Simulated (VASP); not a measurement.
# Y in VASP: a series of runs

Y is run at these levels: PBE; tasks: relaxation of cell and atoms, single point.

All numbers are computed with VASP 6.6.1; they aren't measurements. Logs are shortened: lines on timing, memory, paths and dates and some standing lists are left out, and cuts for length are marked.

### Step 1. The cell of the first run

Symmetry: R-3m, No. 166, trigonal system. Conventional cell: a = 3.589 Å, b = 3.589 Å, c = 8.663 Å, α = 90.00°, β = 90.00°, γ = 120.00°. Y (site symmetry -3m) has 12 Y at 3.55 to 3.59 Å within 4.7 Å.

### Step 2. Relaxation of cell and atoms, PBE

The input, INCAR:

```
ALGO = Fast
EDIFF = 1E-6
EDIFFG = -0.01
ENCUT = 600
GGA = PE
IBRION = 2
ISIF = 3
ISMEAR = 0
LASPH = True
LCHARG = False
LREAL = False
LWAVE = False
NELM = 100
NSW = 100
PREC = Accurate
SIGMA = 0.1
```

The input, KPOINTS:

```
k-points
0
Gamma
  18 18 18
```

The input, POSCAR:

```
Y
1.0
    1.7945034113      1.0360570276      2.8877225616
   -1.7945034113      1.0360570276      2.8877225616
    0.0000000000     -2.0721140551      2.8877225616
Y
1
Direct
    0.5000000000      0.5000000000      0.5000000000
```

Potentials or basis: VASP PAW PBE potentials, release 64 (Y_sv).

On the command line:

```bash
$ cat potpaw_PBE.64/Y_sv/POTCAR > POTCAR
$ mpirun -np 1 vasp_std > vasp.out
```

OUTCAR:

```text
EDIFF = 1E-6
   EDIFFG = -0.01
   ENCUT = 600
   GGA = PE
   IBRION = 2
   ISIF = 3
   ISMEAR = 0
   LASPH = True
   LREAL = False
   NELM = 100
   NSW = 100
   PREC = Accurate

 ion  position               nearest neighbor table
   1  0.500  0.500  0.500-

  LATTYP: Found a trigonal (rhomboedric) cell.
 ALAT       =     3.5542366621
 COS(alpha) =     0.4901694126

  Lattice vectors:

 A1 = (   1.7945034113,   1.0360570276,   2.8877225616)
 A2 = (  -1.7945034113,   1.0360570276,   2.8877225616)
 A3 = (   0.0000000000,  -2.0721140551,   2.8877225616)

Analysis of symmetry for initial positions (statically):
=====================================================================
 Subroutine PRICEL returns:
 Original cell was already a primitive cell.

 Routine SETGRP: Setting up the symmetry group for a
 trigonal (rhombohedral) supercell.

 Subroutine GETGRP returns: Found 12 space group operations
 (whereof 12 operations were pure point group operations)
 out of a pool of 12 trial point group operations.

The static configuration has the point symmetry D_3d.

Analysis of symmetry for dynamics (positions and initial velocities):
=====================================================================
 Subroutine PRICEL returns:
 Original cell was already a primitive cell.

 Routine SETGRP: Setting up the symmetry group for a
 trigonal (rhombohedral) supercell.

 Subroutine GETGRP returns: Found 12 space group operations
 (whereof 12 operations were pure point group operations)
 out of a pool of 12 trial point group operations.

The dynamic configuration has the point symmetry D_3d.

 Subroutine INISYM returns: Found 12 space group operations
 (whereof 12 operations are pure point group operations),
 and found     1 'primitive' translations

----------------------------------------------------------------------------------------

                                     Primitive cell

  volume of cell :      32.2133

  direct lattice vectors                    reciprocal lattice vectors
     1.794503411  1.036057028  2.887722562     0.278628615  0.160866306  0.115431218
    -1.794503411  1.036057028  2.887722562    -0.278628615  0.160866306  0.115431218
     0.000000000 -2.072114055  2.887722562     0.000000000 -0.321732612  0.115431218

  length of vectors
     3.554236662  3.554236662  3.554236662     0.341813165  0.341813165  0.341813165

  position of ions in fractional coordinates (direct lattice)
     0.500000000  0.500000000  0.500000000

  ion indices of the primitive-cell ions
   primitive index   ion index
                 1           1

----------------------------------------------------------------------------------------

 KPOINTS: k-points

Automatic generation of k-mesh.
 Grid dimensions read from file:
 generate k-points for:   18   18   18

 Generating k-lattice:

  Cartesian coordinates                     Fractional coordinates (reciprocal lattice)
     0.015479367  0.008937017  0.006412845     0.055555556 -0.000000000  0.000000000
    -0.015479367  0.008937017  0.006412845    -0.000000000  0.055555556  0.000000000
     0.000000000 -0.017874034  0.006412845     0.000000000  0.000000000  0.055555556

  Length of vectors
     0.018989620  0.018989620  0.018989620

  Shift w.r.t. Gamma in fractional coordinates (k-lattice)
     0.000000000  0.000000000  0.000000000

 Subroutine IBZKPT returns following result:
 ===========================================

 Found    580 irreducible k-points:

 Following reciprocal coordinates:
            Coordinates               Weight
  0.000000  0.000000  0.000000      1.000000
  0.055556 -0.000000  0.000000      6.000000
  0.111111 -0.000000  0.000000      6.000000
  0.166667 -0.000000  0.000000      6.000000
  0.222222  0.000000  0.000000      6.000000
  0.277778 -0.000000  0.000000      6.000000
[... 16 lines left out ...]
 -0.277778  0.055556 -0.000000     12.000000
 -0.222222  0.055556 -0.000000     12.000000
 [... further k-points ...]
   k-points           NKPTS =    580   k-points in BZ     NKDIM =    580   number of bands    NBANDS=      9
   number of dos      NEDOS =    301   number of ions     NIONS =      1
   total plane-waves  NPLWV =  21952
   dimension x,y,z NGX =    28 NGY =   28 NGZ =   28
   dimension x,y,z NGXF=    56 NGYF=   56 NGZF=   56
   ions per type =               1
   NGX,Y,Z   is equivalent  to a cutoff of  13.10, 13.10, 13.10 a.u.
   NGXF,Y,Z  is equivalent  to a cutoff of  26.19, 26.19, 26.19 a.u.
 SYSTEM =  unknown system
   PREC   = accura    normal or accurate (medium, high low for compatibility)
   ISTART =      0    job   : 0-new  1-cont  2-samecut
   ICHARG =      2    charge: 1-file 2-atom 10-const
   ISPIN  =      1    spin polarized calculation?
   LNONCOLLINEAR =      F non collinear calculations
   LSORBIT =      F    spin-orbit coupling
   LASPH  =      T    aspherical Exc in radial PAW
   ENCUT  =  600.0 eV  44.10 Ry    6.64 a.u.   7.10  7.10  7.10*2*pi/ulx,y,z
   NELM   =    100;   NELMIN=  2; NELMDL= -5     # of ELM steps
   EDIFF  = 0.1E-05   stopping-criterion for ELM
   LREAL  =      F    real-space projection
   EDIFFG = -.1E-01   stopping-criterion for IOM
   NSW    =    100    number of steps for IOM
   IBRION =      2    ionic relax: 0-MD 1-quasi-New 2-CG
   NFREE  =      1    steps in history (QN), initial steepest desc. (CG)
   ISIF   =      3    stress and relaxation
   ISYM   =      2    0-nonsym 1-usesym 2-fastsym
   POTIM  = 0.5000    time-step for ionic-motion
   TEBEG  =    0.0;   TEEND  =   0.0 temperature during run
   PSTRESS=    0.0 pullay stress
   NELECT =      11.0000    total number of electrons
   NUPDOWN=      -1.0000    fix difference up-down
   EMIN   =  10.00;   EMAX   =-10.00  energy-range for DOS
   EFERMI =   0.00;   METHOD = LEGACY
   ISMEAR =     0;   SIGMA  =   0.10  broadening in eV -4-tet -1-fermi 0-gaus
   EFERMI_NEDOS =   21; number of points for ismear=-14 and -15
   IALGO  =     68    algorithm
   IMIX   =      4    mixing-type and parameters
     AMIX     =   0.40;   BMIX     =  1.00
     AMIX_MAG =   1.60;   BMIX_MAG =  1.00
  volume/ion in A,a.u.               =      32.21       217.39
  Fermi-wavevector in a.u.,A,eV,Ry     =   1.144267  2.162352 17.814758  1.309348
  Thomas-Fermi vector in A             =   2.280960
   LORBIT       =      0    0 simple, 1 ext, 2 COOP (PROOUT), +10 PAW based schemes
   GGA     = PE    functional components
   LHFCALC =     F    Hartree Fock is set to
   AEXX    =    0.0000 exact exchange contribution
   IVDW    =     0    specifies the selected vdW correction
   LEPSILON=     F    determine dielectric tensor
   LRPA    =     F    only Hartree local field effects (RPA)
 conjugate gradient relaxation of ions
 non-spin polarized calculation
 RMM-DIIS sequential band-by-band and
 Gauss-broadening in eV      SIGMA  =   0.10
  energy-cutoff  :      600.00
  volume of cell :       32.21
 maximum number of plane-waves:      1090
   NGX = 15   NGY = 15   NGZ = 15

--------------------------------------- Ionic step        1  -------------------------------------------

 number of electron      11.0000000 magnetization

 Free energy of the ion-electron system (eV)
  ---------------------------------------------------
  ext. energy  EPLUGINS =         0.00000000
  ---------------------------------------------------
  free energy    TOTEN  =        -6.41049282 eV

  energy without entropy =       -6.40321533  energy(sigma->0) =       -6.40685407

------------------------ aborting loop because EDIFF is reached ----------------------------------------

  FORCE on cell =-STRESS in cart. coord.  units (eV):
  Direction    XX          YY          ZZ          XY          YZ          ZX
  --------------------------------------------------------------------------------------
  -------------------------------------------------------------------------------------
  Total       -0.0316662     -0.0316662      0.1597970     -0.0000000      0.0000000      0.0000000
  in kB       -1.5749666     -1.5749666      7.9477582     -0.0000000      0.0000000      0.0000000
  external PRESSURE =       1.5992750 kB  Pullay stress =       0.0000000 kB
[... 125 lines left out ...]
  energy  without entropy=       -6.4041335738  energy(sigma->0) =       -6.40778686

--------------------------------------- Ionic step        5  -------------------------------------------

 number of electron      11.0000000 magnetization

 Free energy of the ion-electron system (eV)
  ---------------------------------------------------
  ext. energy  EPLUGINS =         0.00000000
  ---------------------------------------------------
  free energy    TOTEN  =        -6.41148110 eV

  energy without entropy =       -6.40421757  energy(sigma->0) =       -6.40784934

 E-fermi :   3.1341     XC(G=0):  -9.4874

 val. band max:        3.1339718987   @ k =  -0.4444   0.2222   0.1111
 cond. band min:       3.1341528370   @ k =  -0.1111   0.4444   0.1111
 fundamental gap:      0.0001809382
 Fermi energy:         3.1340546396

 k-point     1 :       0.0000    0.0000    0.0000
  band No.  band energies     occupation
      1     -39.5301      2.00000
      2     -19.2230      2.00000
      3     -19.2225      2.00000
      4     -19.2225      2.00000
      5      -1.6348      2.00000
      6       4.9234      0.00000
      7       4.9309      0.00000
      8       4.9309      0.00000
      9       6.9517      0.00000
[... 265 lines left out ...]
 k-point    24 :      -0.2222    0.0556   -0.0000
  band No.  band energies     occupation
      1     -39.4972      2.00000
      2     -19.5057      2.00000
      3     -19.2779      2.00000
      4     -19.2528      2.00000
      5      -0.2793      2.00000
      6       3.8618      0.00000
      7       5.1247      0.00000
      8       5.2632      0.00000
      9       6.5651      0.00000

 [... further k-points ...]

------------------------ aborting loop because EDIFF is reached ----------------------------------------

  FORCE on cell =-STRESS in cart. coord.  units (eV):
  Direction    XX          YY          ZZ          XY          YZ          ZX
  --------------------------------------------------------------------------------------
  -------------------------------------------------------------------------------------
  Total        0.0066145      0.0066145     -0.0022211      0.0000000     -0.0000000      0.0000000
  in kB        0.3279940      0.3279940     -0.1101399      0.0000000     -0.0000000      0.0000000
  external PRESSURE =       0.1819494 kB  Pullay stress =       0.0000000 kB
[... 16 lines left out ...]
  FREE ENERGIE OF THE ION-ELECTRON SYSTEM (eV)
  ---------------------------------------------------
  free  energy   TOTEN  =        -6.4114811023 eV

  energy  without entropy=       -6.4042175695  energy(sigma->0) =       -6.40784934

 reached required accuracy - stopping structural energy minimisation
```

Run time: 5 min. Hardware: 1 thread of Intel Xeon 6975P-C (Granite Rapids), shared host; peak memory 0.41 GiB.

Results:

| Property | Result |
| --- | --- |
| Free energy | -6.4115 eV |
| Relaxed volume | 32.31 Å³/atom |
| Relaxed cell | a = 3.576 Å, b = 3.576 Å, c = 3.576 Å, α = 59.97°, β = 59.97°, γ = 59.97° |
| Space group after relaxing (to 0.1 Å) | Fm-3m (No. 225) |
| Energy gained by relaxing | 1.0 meV/atom |
| Ionic steps | 5 |
| Pressure after relaxing | 0.0 GPa |
| Band gap on the k mesh | zero (an odd number of electrons rules out a gap without spin polarisation) |

Step by step:
```tsv
step	energy change (eV)	largest force (eV/Å)	pressure (GPa)	volume (Å³)
1	0.0000	0.0000	0.16	32.21
2	-0.0009	0.0000	-0.05	32.36
3	-0.0009	0.0000	-0.11	32.42
4	-0.0009	0.0000	-0.13	32.43
5	-0.0010	0.0000	0.02	32.31
```

Final structure:
```
CELL_PARAMETERS angstrom
1.78714 1.03181 2.92033
-1.78714 1.03181 2.92033
0.00000 -2.06361 2.92033
ATOMIC_POSITIONS crystal
Y 0.50000 0.50000 0.50000
```

(Part 1 of 2 ends here.)

The gap in the log of VASP goes by the Fermi energy; the results here count the filled bands.